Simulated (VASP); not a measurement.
# MgB2 (P6/mmm) in VASP: notebook

Aim: see how the results for MgB2 move with the level of theory and the settings. Levels: PBE+D3(BJ), PBE+D4, r2SCAN. Tasks: relaxation of cell and atoms, single point.

Program: VASP 6.6.1. These are calculated values, not measurements. Logs are shortened: lines on timing, memory, paths and dates and some standing lists are left out, and cuts for length are marked.

## Step 1: The cell of the first run

The structure is hexagonal, space group P6/mmm (No. 191). The conventional cell has a = 3.085 Å, b = 3.085 Å, c = 3.523 Å, α = 90.00°, β = 90.00°, γ = 120.00°. Within 3.3 Å of Mg (site symmetry 6/mmm) lie 12 B at 2.51 Å and 6 Mg at 3.08 to 3.09 Å. B (site symmetry -6m2) has 3 B at 1.78 Å within 2.4 Å.

## Step 2: Relaxation of cell and atoms, PBE+D3(BJ)

File INCAR:

```
SYSTEM = MgB2
PREC = Accurate
ENCUT = 600
EDIFF = 1E-6
ISMEAR = -1
SIGMA = 0.05
LREAL = .False.
LASPH = .True.
NELM = 60
ALGO = Normal
ISIF = 3
LWAVE = .False.
LCHARG = .False.
GGA = PE
IVDW = 12
IBRION = 2
NSW = 60
EDIFFG = -0.01
```

File KPOINTS:

```
Automatic mesh
0
Gamma
  10 10 8
  0 0 0
```

File POSCAR:

```
MgB2
1.0
    3.0850000000      0.0000000000      0.0000000000
   -1.5425000000      2.6716883707      0.0000000000
    0.0000000000      0.0000000000      3.5230000000
Mg B
1 2
Direct
    0.0000000000      0.0000000000      0.0000000000
    0.6666666667      0.3333333333      0.5000000000
    0.3333333333      0.6666666667      0.5000000000
```

Potentials or basis: VASP PAW PBE potentials, release 64 (Mg, B).

Launch:

```sh
cat potpaw_PBE.64/Mg/POTCAR potpaw_PBE.64/B/POTCAR > POTCAR
mpirun -np 1 vasp_std > vasp.out
```

OUTCAR:

```text
SYSTEM = MgB2
   PREC = Accurate
   ENCUT = 600
   EDIFF = 1E-6
   ISMEAR = -1
   LREAL = .False.
   LASPH = .True.
   NELM = 60
   ISIF = 3
   GGA = PE
   IVDW = 12
   IBRION = 2
   NSW = 60
   EDIFFG = -0.01
 IVDW          = 12

 ion  position               nearest neighbor table
   1  0.000  0.000  0.000-   2 2.51   3 2.51   2 2.51   3 2.51   2 2.51   2 2.51   3 2.51   3 2.51
                             2 2.51   2 2.51   3 2.51   3 2.51
   2  0.667  0.333  0.500-   3 1.78   3 1.78   3 1.78   1 2.51   1 2.51   1 2.51   1 2.51   1 2.51
                             1 2.51
   3  0.333  0.667  0.500-   2 1.78   2 1.78   2 1.78   1 2.51   1 2.51   1 2.51   1 2.51   1 2.51
                             1 2.51

  LATTYP: Found a hexagonal cell.
 ALAT       =     3.0850000000
 C/A-ratio  =     1.1419773096

  Lattice vectors:

 A1 = (   3.0850000000,   0.0000000000,   0.0000000000)
 A2 = (  -1.5425000000,   2.6716883707,   0.0000000000)
 A3 = (   0.0000000000,   0.0000000000,   3.5230000000)

Analysis of symmetry for initial positions (statically):
=====================================================================
 Subroutine PRICEL returns:
 Original cell was already a primitive cell.

 Routine SETGRP: Setting up the symmetry group for a
 hexagonal supercell.

 Subroutine GETGRP returns: Found 24 space group operations
 (whereof 24 operations were pure point group operations)
 out of a pool of 24 trial point group operations.

The static configuration has the point symmetry D_6h.

Analysis of symmetry for dynamics (positions and initial velocities):
=====================================================================
 Subroutine PRICEL returns:
 Original cell was already a primitive cell.

 Routine SETGRP: Setting up the symmetry group for a
 hexagonal supercell.

 Subroutine GETGRP returns: Found 24 space group operations
 (whereof 24 operations were pure point group operations)
 out of a pool of 24 trial point group operations.

The dynamic configuration has the point symmetry D_6h.

 Subroutine INISYM returns: Found 24 space group operations
 (whereof 24 operations are pure point group operations),
 and found     1 'primitive' translations

----------------------------------------------------------------------------------------

                                     Primitive cell

  volume of cell :      29.0371

  direct lattice vectors                    reciprocal lattice vectors
     3.085000000  0.000000000  0.000000000     0.324149109  0.187147575  0.000000000
    -1.542500000  2.671688371  0.000000000     0.000000000  0.374295150  0.000000000
     0.000000000  0.000000000  3.523000000     0.000000000  0.000000000  0.283848992

  length of vectors
     3.085000000  3.085000000  3.523000000     0.374295150  0.374295150  0.283848992

  position of ions in fractional coordinates (direct lattice)
     0.000000000  0.000000000  0.000000000
     0.666666667  0.333333333  0.500000000
     0.333333333  0.666666667  0.500000000

  ion indices of the primitive-cell ions
   primitive index   ion index
                 1           1
                 2           2
                 3           3

----------------------------------------------------------------------------------------

 KPOINTS: Automatic mesh

Automatic generation of k-mesh.
 Grid dimensions read from file:
 generate k-points for:   10   10    8

 Generating k-lattice:

  Cartesian coordinates                     Fractional coordinates (reciprocal lattice)
     0.032414911  0.018714758  0.000000000     0.100000000  0.000000000  0.000000000
     0.000000000  0.037429515  0.000000000     0.000000000  0.100000000  0.000000000
     0.000000000  0.000000000  0.035481124     0.000000000  0.000000000  0.125000000

  Length of vectors
     0.037429515  0.037429515  0.035481124

  Shift w.r.t. Gamma in fractional coordinates (k-lattice)
     0.000000000  0.000000000  0.000000000

 Subroutine IBZKPT returns following result:
 ===========================================

 Found     70 irreducible k-points:

 Following reciprocal coordinates:
            Coordinates               Weight
  0.000000  0.000000  0.000000      1.000000
  0.100000  0.000000  0.000000      6.000000
  0.200000  0.000000  0.000000      6.000000
  0.300000  0.000000  0.000000      6.000000
  0.400000  0.000000  0.000000      6.000000
  0.500000  0.000000  0.000000      3.000000
[... 16 lines left out ...]
  0.300000  0.100000  0.125000     24.000000
  0.400000  0.100000  0.125000     24.000000
 [... further k-points ...]
   k-points           NKPTS =     70   k-points in BZ     NKDIM =     70   number of bands    NBANDS=      8
   number of dos      NEDOS =    301   number of ions     NIONS =      3
   total plane-waves  NPLWV =  21952
   dimension x,y,z NGX =    28 NGY =   28 NGZ =   28
   dimension x,y,z NGXF=    56 NGYF=   56 NGZF=   56
   ions per type =               1   2
   NGX,Y,Z   is equivalent  to a cutoff of  15.09, 15.09, 13.21 a.u.
   NGXF,Y,Z  is equivalent  to a cutoff of  30.18, 30.18, 26.43 a.u.
 SYSTEM =  MgB2
   PREC   = accura    normal or accurate (medium, high low for compatibility)
   ISTART =      0    job   : 0-new  1-cont  2-samecut
   ICHARG =      2    charge: 1-file 2-atom 10-const
   ISPIN  =      1    spin polarized calculation?
   LNONCOLLINEAR =      F non collinear calculations
   LSORBIT =      F    spin-orbit coupling
   LASPH  =      T    aspherical Exc in radial PAW
   ENCUT  =  600.0 eV  44.10 Ry    6.64 a.u.   6.16  6.16  7.04*2*pi/ulx,y,z
   NELM   =     60;   NELMIN=  2; NELMDL= -5     # of ELM steps
   EDIFF  = 0.1E-05   stopping-criterion for ELM
   LREAL  =      F    real-space projection
   EDIFFG = -.1E-01   stopping-criterion for IOM
   NSW    =     60    number of steps for IOM
   IBRION =      2    ionic relax: 0-MD 1-quasi-New 2-CG
   NFREE  =      1    steps in history (QN), initial steepest desc. (CG)
   ISIF   =      3    stress and relaxation
   ISYM   =      2    0-nonsym 1-usesym 2-fastsym
   POTIM  = 0.5000    time-step for ionic-motion
   TEBEG  =    0.0;   TEEND  =   0.0 temperature during run
   PSTRESS=    0.0 pullay stress
   NELECT =       8.0000    total number of electrons
   NUPDOWN=      -1.0000    fix difference up-down
   EMIN   =  10.00;   EMAX   =-10.00  energy-range for DOS
   EFERMI =   0.00;   METHOD = LEGACY
   ISMEAR =    -1;   SIGMA  =   0.05  broadening in eV -4-tet -1-fermi 0-gaus
   EFERMI_NEDOS =   21; number of points for ismear=-14 and -15
   IALGO  =     38    algorithm
   IMIX   =      4    mixing-type and parameters
     AMIX     =   0.40;   BMIX     =  1.00
     AMIX_MAG =   1.60;   BMIX_MAG =  1.00
  volume/ion in A,a.u.               =       9.68        65.32
  Fermi-wavevector in a.u.,A,eV,Ry     =   1.065255  2.013040 15.439462  1.134768
  Thomas-Fermi vector in A             =   2.200801
   LORBIT       =      0    0 simple, 1 ext, 2 COOP (PROOUT), +10 PAW based schemes
   GGA     = PE    functional components
   LHFCALC =     F    Hartree Fock is set to
   AEXX    =    0.0000 exact exchange contribution
   IVDW    =    12    specifies the selected vdW correction
   LEPSILON=     F    determine dielectric tensor
   LRPA    =     F    only Hartree local field effects (RPA)
 conjugate gradient relaxation of ions
 non-spin polarized calculation
  energy-cutoff  :      600.00
  volume of cell :       29.04
 maximum number of plane-waves:       986
 NGX is ok and might be reduce to    28
   NGX = 13   NGY = 13   NGZ = 15

--------------------------------------- Ionic step        1  -------------------------------------------

 number of electron       8.0000000 magnetization

 Free energy of the ion-electron system (eV)
  ---------------------------------------------------
  ext. energy  EPLUGINS =         0.00000000
  ---------------------------------------------------
  free energy    TOTEN  =       -15.32546715 eV

  energy without entropy =      -15.31934133  energy(sigma->0) =      -15.32240424

------------------------ aborting loop because EDIFF is reached ----------------------------------------

 Edisp (eV)   -0.84671

 E8    (eV) :    -0.3275

  FORCE on cell =-STRESS in cart. coord.  units (eV):
  Direction    XX          YY          ZZ          XY          YZ          ZX
  --------------------------------------------------------------------------------------
  -------------------------------------------------------------------------------------
  Total      -1.07051    -1.07051    -1.09879     0.00000     0.00000     0.00000
  in kB     -59.06753   -59.06753   -60.62761     0.00000     0.00000     0.00000
  external pressure =      -59.59 kB  Pullay stress =        0.00 kB
[... 145 lines left out ...]
  energy  without entropy=      -16.1892989221  energy(sigma->0) =      -16.19231813

--------------------------------------- Ionic step        5  -------------------------------------------

 number of electron       8.0000000 magnetization

 Free energy of the ion-electron system (eV)
  ---------------------------------------------------
  ext. energy  EPLUGINS =         0.00000000
  ---------------------------------------------------
  free energy    TOTEN  =       -15.31103680 eV

  energy without entropy =      -15.30526661  energy(sigma->0) =      -15.30815170

 E-fermi :   5.6180     XC(G=0): -11.0822

 val. band max:        5.5912468706   @ k =   0.4000   0.2000   0.1250
 cond. band min:       5.6862934847   @ k =   0.3000   0.2000   0.0000
 fundamental gap:      0.0950466141
 Fermi energy:         5.6179978916

 k-point     1 :       0.0000    0.0000    0.0000
  band No.  band energies     occupation
      1      -7.0941      2.00000
      2       2.6638      2.00000
      3       5.9106      0.00573
      4       5.9106      0.00573
      5       7.5041      0.00000
      6      11.9459      0.00000
      7      11.9459      0.00000
      8      13.9258      0.00000
[... 243 lines left out ...]
 k-point    24 :       0.4000    0.1000    0.1250
  band No.  band energies     occupation
      1      -3.4033      2.00000
      2      -1.6295      2.00000
      3       2.6552      2.00000
      4       4.9315      2.00000
      5       7.8717      0.00000
      6      10.8864      0.00000
      7      12.2933      0.00000
      8      14.2716      0.00000

 [... further k-points ...]

------------------------ aborting loop because EDIFF is reached ----------------------------------------

 Edisp (eV)   -0.88452

 E8    (eV) :    -0.3422

  FORCE on cell =-STRESS in cart. coord.  units (eV):
  Direction    XX          YY          ZZ          XY          YZ          ZX
  --------------------------------------------------------------------------------------
  -------------------------------------------------------------------------------------
  Total       0.00465     0.00465    -0.00043     0.00000    -0.00000     0.00000
  in kB       0.26753     0.26753    -0.02464     0.00000    -0.00000     0.00000
  external pressure =        0.17 kB  Pullay stress =        0.00 kB
[... 18 lines left out ...]
  FREE ENERGIE OF THE ION-ELECTRON SYSTEM (eV)
  ---------------------------------------------------
  free  energy   TOTEN  =       -16.1955577492 eV

  energy  without entropy=      -16.1897875576  energy(sigma->0) =      -16.19267265

 reached required accuracy - stopping structural energy minimisation
```

It took 2.3 min on 1 thread of Intel Xeon 8259CL, shared host; peak memory 0.18 GiB.

Results:

```
Free energy                            : -16.1956 eV
Relaxed volume                         : 9.27 Å³/atom
Relaxed cell                           : a = 3.053 Å, b = 3.053 Å, c = 3.448 Å, α = 90.00°, β = 90.00°, γ = 120.00°
Space group after relaxing (to 0.05 Å) : P6/mmm (No. 191)
Energy gained by relaxing              : 7.8 meV/atom
Ionic steps                            : 5
Pressure after relaxing                : 0.0 GPa
Band gap on the k mesh                 : zero (band 4 reaches 6.77 eV, above the bottom of band 5 at 4.15 eV)
Dispersion energy per atom             : -0.295 eV
```

The path:
```csv
step,energy change (eV),largest force (eV/Å),pressure (GPa),volume (Å³)
1,0.0000,0.0000,-5.96,29.04
2,-0.0196,0.0000,2.10,27.55
3,-0.0218,0.0000,0.03,27.90
4,-0.0232,0.0000,0.02,27.85
5,-0.0234,0.0000,0.02,27.82
```

Final structure:
```xyz
3
Lattice="3.0526 0.0000 0.0000 -1.5263 2.6436 0.0000 0.0000 0.0000 3.4480" Properties=species:S:1:pos:R:3 pbc="T T T"
Mg    0.0000    0.0000    0.0000
B     1.5263    0.8812    1.7240
B     0.0000    1.7624    1.7240
```

Levels at points of the mesh, in eV from the Fermi level:
| k point | band 1 | band 2 | band 3 | band 4 | band 5 | band 6 | band 7 | band 8 |
| --- | --- | --- | --- | --- | --- | --- | --- | --- |
| (0.00, 0.00, 0.00) | -12.71 | -2.95 | 0.29 | 0.29 | 1.89 | 6.33 | 6.33 | 8.31 |
| (0.50, 0.00, 0.00) | -8.74 | -8.06 | -2.30 | 0.22 | 3.19 | 3.85 | 5.63 | 7.55 |
| (0.00, 0.00, 0.50) | -11.34 | -7.65 | 0.71 | 0.71 | 6.66 | 6.66 | 8.02 | 10.29 |
| (0.50, 0.00, 0.50) | -7.68 | -7.09 | -3.74 | -1.99 | -1.39 | 5.86 | 9.04 | 9.05 |

Caveat: pairwise dispersion overbinds metals, which lowers pressure and volume.

## Step 3: Relaxation of cell and atoms, PBE+D4

File INCAR:

```
PREC = Accurate
ENCUT = 600
EDIFF = 1E-6
ISMEAR = -1
SIGMA = 0.05
LREAL = False
LASPH = True
NELM = 100
ALGO = Normal
ISIF = 3
LWAVE = False
LCHARG = False
GGA = PE
IVDW = 13
IBRION = 2
NSW = 60
EDIFFG = -0.01
```

File KPOINTS:

```
regular mesh
0
Gamma
  10 10 8
```

POSCAR is that of step 2.

Potentials or basis: VASP PAW PBE potentials, release 64 (Mg, B).

Launch:

```sh
cat potpaw_PBE.64/Mg/POTCAR potpaw_PBE.64/B/POTCAR > POTCAR
mpirun -np 1 vasp_std > vasp.out
```

OUTCAR:

```text
PREC = Accurate
   ENCUT = 600
   EDIFF = 1E-6
   ISMEAR = -1
   LREAL = False
   LASPH = True
   NELM = 100
   ISIF = 3
   GGA = PE
   IVDW = 13
   IBRION = 2
   NSW = 60
   EDIFFG = -0.01

 ion  position               nearest neighbor table
   1  0.000  0.000  0.000-   2 2.51   3 2.51   2 2.51   3 2.51   2 2.51   2 2.51   3 2.51   3 2.51
                             2 2.51   2 2.51   3 2.51   3 2.51
   2  0.667  0.333  0.500-   3 1.78   3 1.78   3 1.78   1 2.51   1 2.51   1 2.51   1 2.51   1 2.51
                             1 2.51
   3  0.333  0.667  0.500-   2 1.78   2 1.78   2 1.78   1 2.51   1 2.51   1 2.51   1 2.51   1 2.51
                             1 2.51

  LATTYP: Found a hexagonal cell.
 ALAT       =     3.0850000000
 C/A-ratio  =     1.1419773096

  Lattice vectors:

 A1 = (   3.0850000000,   0.0000000000,   0.0000000000)
 A2 = (  -1.5425000000,   2.6716883707,   0.0000000000)
 A3 = (   0.0000000000,   0.0000000000,   3.5230000000)

Analysis of symmetry for initial positions (statically):
=====================================================================
 Subroutine PRICEL returns:
 Original cell was already a primitive cell.

 Routine SETGRP: Setting up the symmetry group for a
 hexagonal supercell.

 Subroutine GETGRP returns: Found 24 space group operations
 (whereof 24 operations were pure point group operations)
 out of a pool of 24 trial point group operations.

The static configuration has the point symmetry D_6h.

[... 156 lines left out ...]

 Free energy of the ion-electron system (eV)
  ---------------------------------------------------
  ext. energy  EPLUGINS =         0.00000000
  ---------------------------------------------------
  free energy    TOTEN  =       -15.32546715 eV

  energy without entropy =      -15.31934133  energy(sigma->0) =      -15.32240424

------------------------ aborting loop because EDIFF is reached ----------------------------------------

  DFT-D4 for vdW energy calculation

  Edisp (eV):   -0.64933
[... 155 lines left out ...]
--------------------------------------- Ionic step        5  -------------------------------------------

 number of electron       8.0000000 magnetization

 Free energy of the ion-electron system (eV)
  ---------------------------------------------------
  ext. energy  EPLUGINS =         0.00000000
  ---------------------------------------------------
  free energy    TOTEN  =       -15.31487452 eV

  energy without entropy =      -15.30933972  energy(sigma->0) =      -15.31210712

 E-fermi :   5.5827     XC(G=0): -11.0640

 val. band max:        5.5691646091   @ k =   0.4000   0.2000   0.1250
 cond. band min:       5.6474101779   @ k =   0.1000   0.0000   0.2500
 fundamental gap:      0.0782455688
 Fermi energy:         5.5826794347

 k-point     1 :       0.0000    0.0000    0.0000
  band No.  band energies     occupation
      1      -7.0986      2.00000
      2       2.6649      2.00000
      3       5.8594      0.00786
      4       5.8594      0.00786
      5       7.4981      0.00000
      6      11.8634      0.00000
      7      11.8634      0.00000
      8      13.7968      0.00000
[... 243 lines left out ...]
 k-point    24 :       0.4000    0.1000    0.1250
  band No.  band energies     occupation
      1      -3.4242      2.00000
      2      -1.6534      2.00000
      3       2.6197      2.00000
      4       4.9131      2.00000
      5       7.8376      0.00000
      6      10.8144      0.00000
      7      12.2623      0.00000
      8      14.2153      0.00000

 [... further k-points ...]

------------------------ aborting loop because EDIFF is reached ----------------------------------------

  DFT-D4 for vdW energy calculation

  Edisp (eV):   -0.67857
[... 26 lines left out ...]
  FREE ENERGIE OF THE ION-ELECTRON SYSTEM (eV)
  ---------------------------------------------------
  free  energy   TOTEN  =       -15.9934441137 eV

  energy  without entropy=      -15.9879093162  energy(sigma->0) =      -15.99067671

 reached required accuracy - stopping structural energy minimisation
```

It took 2.4 min on 1 thread of Intel Xeon 8259CL, shared host; peak memory 0.18 GiB.

Results:

- Free energy: -15.9934 eV
- Relaxed volume: 9.32 Å³/atom
- Relaxed cell: a = 3.060 Å, b = 3.060 Å, c = 3.448 Å, α = 90.00°, β = 90.00°, γ = 120.00°
- Space group after relaxing (to 0.05 Å): P6/mmm (No. 191)
- Energy gained by relaxing: 6.2 meV/atom
- Ionic steps: 5
- Pressure after relaxing: 0.0 GPa
- Band gap on the k mesh: zero (band 4 reaches 6.75 eV, above the bottom of band 5 at 4.12 eV)
- Dispersion energy per atom: -0.226 eV

The path:
| step | energy change (eV) | largest force (eV/Å) | pressure (GPa) | volume (Å³) |
| --- | --- | --- | --- | --- |
| 1 | 0.0000 | 0.0000 | -5.13 | 29.04 |
| 2 | -0.0157 | 0.0000 | 1.66 | 27.75 |
| 3 | -0.0169 | 0.0000 | 0.14 | 28.02 |
| 4 | -0.0185 | 0.0000 | 0.06 | 27.98 |
| 5 | -0.0186 | 0.0000 | 0.02 | 27.96 |

Final structure:
```
Mg B
1.0
     3.05999    0.00000    0.00000
    -1.53000    2.65003    0.00000
     0.00000    0.00000    3.44778
Mg B
1 2
Direct
  0.00000 0.00000 0.00000
  0.66667 0.33333 0.50000
  0.33333 0.66667 0.50000
```

Levels at points of the mesh, in eV from the Fermi level:
```
           k point  band 1  band 2  band 3  band 4  band 5  band 6  band 7  band 8
(0.00, 0.00, 0.00)  -12.68   -2.92    0.28    0.28    1.92    6.28    6.28    8.21
(0.50, 0.00, 0.00)   -8.73   -8.04   -2.31    0.24    3.19    3.81    5.64    7.52
(0.00, 0.00, 0.50)  -11.31   -7.62    0.70    0.70    6.62    6.62    7.96   10.18
(0.50, 0.00, 0.50)   -7.67   -7.07   -3.73   -1.99   -1.39    5.80    8.99    9.01
```

Caveat: pairwise dispersion overbinds metals, which lowers pressure and volume.

[end of part 1 of 2]
